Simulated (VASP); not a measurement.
# Li (a cell with a defect) in VASP: relaxation of the atoms with PBE

Aim: the relaxation of the atoms of Li (a cell with a defect) with PBE.

Everything below comes from runs of VASP 6.6.1. Logs are shortened: lines on timing, memory, paths and dates and some standing lists are left out, and cuts for length are marked.

### Step 1. The cell of the first run

The cell holds a defect, 17 atoms: a = 6.980 Å, b = 6.980 Å, c = 6.980 Å, α = 90.00°, β = 90.00°, γ = 90.00°.

### Step 2. Relaxation of the atoms, PBE

The input, INCAR:

```
SYSTEM = Li
  ALGO = Normal
  EDIFF = 1E-7
  EDIFFG = -0.08
  ENCUT = 520
  GGA = PE
  IBRION = 2
  ISIF = 2
  ISMEAR = -1
  LASPH = .TRUE.
  LCHARG = .FALSE.
  LREAL = Auto
  LWAVE = .FALSE.
  NELM = 100
  NSW = 45
  PREC = Accurate
  SIGMA = 0.05
```

The input, KPOINTS:

```
k-points
0
G
  2 2 2
  0 0 0
```

The input, POSCAR:

```
Li
1.0
    6.9800000000      0.0000000000      0.0000000000
    0.0000000000      6.9800000000      0.0000000000
    0.0000000000      0.0000000000      6.9800000000
Li
17
Direct
    0.0000000000      0.0000000000      0.0000000000
    0.5000000000      0.0000000000      0.0000000000
    0.0000000000      0.5000000000      0.0000000000
    0.0000000000      0.0000000000      0.5000000000
    0.2500000000      0.2500000000      0.2500000000
    0.5000000000      0.5000000000      0.0000000000
    0.5000000000      0.0000000000      0.5000000000
    0.7500000000      0.2500000000      0.2500000000
    0.0000000000      0.5000000000      0.5000000000
    0.2500000000      0.7500000000      0.2500000000
    0.2500000000      0.2500000000      0.7500000000
    0.5000000000      0.5000000000      0.5000000000
    0.7500000000      0.7500000000      0.2500000000
    0.7500000000      0.2500000000      0.7500000000
    0.2500000000      0.7500000000      0.7500000000
    0.7500000000      0.7500000000      0.7500000000
    0.3781056000      0.2538656000     -0.0084310000
```

Potentials or basis: VASP PAW PBE potentials, release 64 (Li_sv).

Command:

```
$ cat potpaw_PBE.64/Li_sv/POTCAR > POTCAR
$ mpirun -np 1 vasp_std > vasp.out
```

OUTCAR:

```text
SYSTEM = Li
   EDIFF = 1E-7
   EDIFFG = -0.08
   ENCUT = 520
   GGA = PE
   IBRION = 2
   ISIF = 2
   ISMEAR = -1
   LASPH = .TRUE.
   LREAL = Auto
   NELM = 100
   NSW = 45
   PREC = Accurate

 ion  position               nearest neighbor table
   1  0.000  0.000  0.000-
   2  0.500  0.000  0.000-  17 1.97
   3  0.000  0.500  0.000-
   4  0.000  0.000  0.500-
   5  0.250  0.250  0.250-  17 2.01
   6  0.500  0.500  0.000-  17 1.92
   7  0.500  0.000  0.500-
   8  0.750  0.250  0.250-
   9  0.000  0.500  0.500-
  10  0.250  0.750  0.250-
  11  0.250  0.250  0.750-  17 1.91
  12  0.500  0.500  0.500-
  13  0.750  0.750  0.250-
  14  0.750  0.250  0.750-
  15  0.250  0.750  0.750-
  16  0.750  0.750  0.750-
  17  0.378  0.254  0.992-  11 1.91   6 1.92   2 1.97   5 2.01

  LATTYP: Found a simple cubic cell.
 ALAT       =     6.9800000000

  Lattice vectors:

 A1 = (   6.9800000000,   0.0000000000,   0.0000000000)
 A2 = (   0.0000000000,   6.9800000000,   0.0000000000)
 A3 = (   0.0000000000,   0.0000000000,   6.9800000000)

Analysis of symmetry for initial positions (statically):
=====================================================================
 Subroutine PRICEL returns:
 Original cell was already a primitive cell.

 Routine SETGRP: Setting up the symmetry group for a
 simple cubic supercell.

 Subroutine GETGRP returns: Found  1 space group operations
 (whereof  1 operations were pure point group operations)
 out of a pool of 48 trial point group operations.

The static configuration has the point symmetry C_1 .

Analysis of symmetry for dynamics (positions and initial velocities):
=====================================================================
 Subroutine PRICEL returns:
 Original cell was already a primitive cell.

 Routine SETGRP: Setting up the symmetry group for a
 simple cubic supercell.

 Subroutine GETGRP returns: Found  1 space group operations
 (whereof  1 operations were pure point group operations)
 out of a pool of 48 trial point group operations.

The dynamic configuration has the point symmetry C_1 .

 Subroutine INISYM returns: Found  1 space group operations
 (whereof  1 operations are pure point group operations),
 and found     1 'primitive' translations

----------------------------------------------------------------------------------------

                                     Primitive cell

  volume of cell :     340.0684

  direct lattice vectors                    reciprocal lattice vectors
     6.980000000  0.000000000  0.000000000     0.143266476  0.000000000  0.000000000
     0.000000000  6.980000000  0.000000000     0.000000000  0.143266476  0.000000000
     0.000000000  0.000000000  6.980000000     0.000000000  0.000000000  0.143266476

  length of vectors
     6.980000000  6.980000000  6.980000000     0.143266476  0.143266476  0.143266476

  position of ions in fractional coordinates (direct lattice)
     0.000000000  0.000000000  0.000000000
     0.500000000  0.000000000  0.000000000
     0.000000000  0.500000000  0.000000000
     0.000000000  0.000000000  0.500000000
     0.250000000  0.250000000  0.250000000
     0.500000000  0.500000000  0.000000000
[... 9 lines left out ...]
     0.750000000  0.750000000  0.750000000
     0.378105600  0.253865600  0.991569000

  ion indices of the primitive-cell ions
   primitive index   ion index
                 1           1
                 2           2
                 3           3
                 4           4
                 5           5
                 6           6
[... 9 lines left out ...]
                16          16
                17          17

----------------------------------------------------------------------------------------

 KPOINTS: k-points

Automatic generation of k-mesh.
 Grid dimensions read from file:
 generate k-points for:    2    2    2

 Generating k-lattice:

  Cartesian coordinates                     Fractional coordinates (reciprocal lattice)
     0.071633238  0.000000000  0.000000000     0.500000000  0.000000000  0.000000000
     0.000000000  0.071633238  0.000000000     0.000000000  0.500000000  0.000000000
     0.000000000  0.000000000  0.071633238     0.000000000  0.000000000  0.500000000

  Length of vectors
     0.071633238  0.071633238  0.071633238

  Shift w.r.t. Gamma in fractional coordinates (k-lattice)
     0.000000000  0.000000000  0.000000000

 Subroutine IBZKPT returns following result:
 ===========================================

 Found      8 irreducible k-points:

 Following reciprocal coordinates:
            Coordinates               Weight
  0.000000  0.000000  0.000000      1.000000
  0.500000  0.000000  0.000000      1.000000
  0.000000  0.500000  0.000000      1.000000
  0.000000  0.000000  0.500000      1.000000
  0.500000  0.500000  0.000000      1.000000
  0.000000  0.500000  0.500000      1.000000
  0.500000  0.000000  0.500000      1.000000
  0.500000  0.500000  0.500000      1.000000
   k-points           NKPTS =      8   k-points in BZ     NKDIM =      8   number of bands    NBANDS=     34
   number of dos      NEDOS =    301   number of ions     NIONS =     17
   total plane-waves  NPLWV = 157464
   dimension x,y,z NGX =    54 NGY =   54 NGZ =   54
   dimension x,y,z NGXF=   108 NGYF=  108 NGZF=  108
   ions per type =              17
   NGX,Y,Z   is equivalent  to a cutoff of  12.86, 12.86, 12.86 a.u.
   NGXF,Y,Z  is equivalent  to a cutoff of  25.72, 25.72, 25.72 a.u.
 SYSTEM =  Li
   PREC   = accura    normal or accurate (medium, high low for compatibility)
   ISTART =      0    job   : 0-new  1-cont  2-samecut
   ICHARG =      2    charge: 1-file 2-atom 10-const
   ISPIN  =      1    spin polarized calculation?
   LNONCOLLINEAR =      F non collinear calculations
   LSORBIT =      F    spin-orbit coupling
   LASPH  =      T    aspherical Exc in radial PAW
   ENCUT  =  520.0 eV  38.22 Ry    6.18 a.u.  12.98 12.98 12.98*2*pi/ulx,y,z
   NELM   =    100;   NELMIN=  2; NELMDL= -5     # of ELM steps
   EDIFF  = 0.1E-06   stopping-criterion for ELM
   LREAL  =      T    real-space projection
   EDIFFG = -.8E-01   stopping-criterion for IOM
   NSW    =     45    number of steps for IOM
   IBRION =      2    ionic relax: 0-MD 1-quasi-New 2-CG
   NFREE  =      1    steps in history (QN), initial steepest desc. (CG)
   ISIF   =      2    stress and relaxation
   ISYM   =      2    0-nonsym 1-usesym 2-fastsym
   POTIM  = 0.5000    time-step for ionic-motion
   TEBEG  =    0.0;   TEEND  =   0.0 temperature during run
   PSTRESS=    0.0 pullay stress
   NELECT =      51.0000    total number of electrons
   NUPDOWN=      -1.0000    fix difference up-down
   EMIN   =  10.00;   EMAX   =-10.00  energy-range for DOS
   EFERMI =   0.00;   METHOD = LEGACY
   ISMEAR =    -1;   SIGMA  =   0.05  broadening in eV -4-tet -1-fermi 0-gaus
   EFERMI_NEDOS =   21; number of points for ismear=-14 and -15
   IALGO  =     38    algorithm
   IMIX   =      4    mixing-type and parameters
     AMIX     =   0.40;   BMIX     =  1.00
     AMIX_MAG =   1.60;   BMIX_MAG =  1.00
  volume/ion in A,a.u.               =      20.00       134.99
  Fermi-wavevector in a.u.,A,eV,Ry     =   0.869780  1.643646 10.293044  0.756517
  Thomas-Fermi vector in A             =   1.988651
   LORBIT       =      0    0 simple, 1 ext, 2 COOP (PROOUT), +10 PAW based schemes
   GGA     = PE    functional components
   LHFCALC =     F    Hartree Fock is set to
   AEXX    =    0.0000 exact exchange contribution
   IVDW    =     0    specifies the selected vdW correction
   LEPSILON=     F    determine dielectric tensor
   LRPA    =     F    only Hartree local field effects (RPA)
 conjugate gradient relaxation of ions
 non-spin polarized calculation
  energy-cutoff  :      520.00
  volume of cell :      340.07
 maximum number of plane-waves:      9124
 NGX is ok and might be reduce to    54
   NGX = 25   NGY = 25   NGZ = 25

--------------------------------------- Ionic step        1  -------------------------------------------

 number of electron      50.9999920 magnetization

 Free energy of the ion-electron system (eV)
  ---------------------------------------------------
  ext. energy  EPLUGINS =         0.00000000
  ---------------------------------------------------
  free energy    TOTEN  =       -29.79187958 eV

  energy without entropy =      -29.66352262  energy(sigma->0) =      -29.72770110

------------------------ aborting loop because EDIFF is reached ----------------------------------------

  FORCE on cell =-STRESS in cart. coord.  units (eV):
  Direction    XX          YY          ZZ          XY          YZ          ZX
  --------------------------------------------------------------------------------------
  -------------------------------------------------------------------------------------
  Total        0.6009388      2.8190804      2.5654358      0.1526607      0.0149869      0.3338513
  in kB        2.8312262     13.2816421     12.0866367      0.7192363      0.0706082      1.5728865
  external PRESSURE =       9.3998350 kB  Pullay stress =       0.0000000 kB
[... 134 lines left out ...]
  FREE ENERGIE OF THE ION-ELECTRON SYSTEM (eV)
  ---------------------------------------------------
  free  energy   TOTEN  =       -31.1158240475 eV

  energy  without entropy=      -30.9896974055  energy(sigma->0) =      -31.05276073

[... ionic steps 4 to 9 ...]

--------------------------------------- Ionic step       10  -------------------------------------------

 number of electron      50.9999992 magnetization

------------------------ aborting loop because EDIFF is reached ----------------------------------------

  FORCE on cell =-STRESS in cart. coord.  units (eV):
  Direction    XX          YY          ZZ          XY          YZ          ZX
  --------------------------------------------------------------------------------------
  -------------------------------------------------------------------------------------
  Total        0.4060970      1.3452220      1.2900579      0.0873545      0.0093204      0.1718883
  in kB        1.9132605      6.3377965      6.0778995      0.4115566      0.0439115      0.8098241
  external PRESSURE =       4.7763188 kB  Pullay stress =       0.0000000 kB
[... 87 lines left out ...]
  energy  without entropy=      -31.2162470780  energy(sigma->0) =      -31.26759470

--------------------------------------- Ionic step       12  -------------------------------------------

 number of electron      50.9999969 magnetization

 Free energy of the ion-electron system (eV)
  ---------------------------------------------------
  ext. energy  EPLUGINS =         0.00000000
  ---------------------------------------------------
  free energy    TOTEN  =       -31.33195732 eV

  energy without entropy =      -31.23326600  energy(sigma->0) =      -31.28261166

 E-fermi :   0.4677     XC(G=0):  -7.0688

 val. band max:        0.4077955692   @ k =   0.5000   0.0000   0.5000
 cond. band min:       0.5424988774   @ k =   0.5000   0.0000   0.5000
 fundamental gap:      0.1347033083
 Fermi energy:         0.4676637315

 k-point     1 :       0.0000    0.0000    0.0000
  band No.  band energies     occupation
      1     -46.2123      2.00000
      2     -46.0378      2.00000
      3     -46.0302      2.00000
      4     -46.0226      2.00000
      5     -46.0195      2.00000
      6     -45.9451      2.00000
[... 329 lines left out ...]
  FREE ENERGIE OF THE ION-ELECTRON SYSTEM (eV)
  ---------------------------------------------------
  free  energy   TOTEN  =       -31.3319573183 eV

  energy  without entropy=      -31.2332659965  energy(sigma->0) =      -31.28261166

 reached required accuracy - stopping structural energy minimisation
```

Wall time 18 min (1 thread of Intel Xeon Platinum 8559C (Emerald Rapids), shared host); peak memory 0.41 GiB.

Results:

* Free energy: -31.3320 eV
* Energy gained by relaxing: 90.6 meV/atom
* Ionic steps: 12
* Largest force after relaxing: 0.073 eV/Å

Forces on the atoms (eV/Å):
```
Li  -0.039 -0.022 -0.003
Li   0.017  0.017 -0.006
Li  -0.030  0.015 -0.001
Li   0.004  0.022 -0.012
Li  -0.029  0.001  0.005
Li  -0.005 -0.060 -0.005
Li  -0.014  0.036 -0.003
Li   0.043  0.002  0.028
Li   0.003 -0.025 -0.014
Li   0.016  0.000 -0.033
Li   0.005  0.002  0.068
Li  -0.014 -0.041 -0.004
Li  -0.002  0.005 -0.019
Li   0.026  0.000 -0.012
Li   0.015  0.001  0.044
Li   0.005  0.010  0.029
Li  -0.001  0.037 -0.063
```

The path:
```
step  energy change (eV)  largest force (eV/Å)  pressure (GPa)
   1              0.0000                1.8722            0.94
   2             -0.5174                1.4042            0.77
   3             -1.3239                0.3674            0.54
   4             -1.3714                0.3219            0.56
   5             -1.3717                0.3327            0.57
   6             -1.4096                0.2819            0.54
   7             -1.4824                0.1486            0.49
   8             -1.3992                0.4438            0.55
   9             -1.4929                0.1909            0.48
  10             -1.5095                0.1378            0.48
  11             -1.5271                0.1346            0.47
  12             -1.5401                0.0731            0.48
```

Final structure:
```
Li
1.0
     6.98000    0.00000    0.00000
     0.00000    6.98000    0.00000
     0.00000    0.00000    6.98000
Li
17
Direct
  0.00275 0.00158 0.99972
  0.55465 0.94775 0.00307
  0.00241 0.49886 0.99975
  0.98003 0.98124 0.49890
  0.19831 0.24838 0.29950
  0.55884 0.55668 0.00339
  0.50016 0.99996 0.50084
  0.74668 0.25009 0.24790
  0.98043 0.51819 0.49882
  0.25011 0.74947 0.24964
  0.18990 0.24832 0.69134
  0.49998 0.50006 0.50086
  0.77043 0.75091 0.26912
  0.74762 0.25020 0.75096
  0.25086 0.74949 0.75049
  0.76933 0.75042 0.73201
  0.37560 0.25225 0.99524
```

Caveat: the k points lie up to 0.45 Å⁻¹ apart; the cutoff is under 1.25 times the usual one of these potentials, so pressure, stress and relaxed cells hold a basis-set (Pulay) error; the relaxation stopped at a loose force limit of 0.08 eV/Å, so its end isn't a converged minimum.
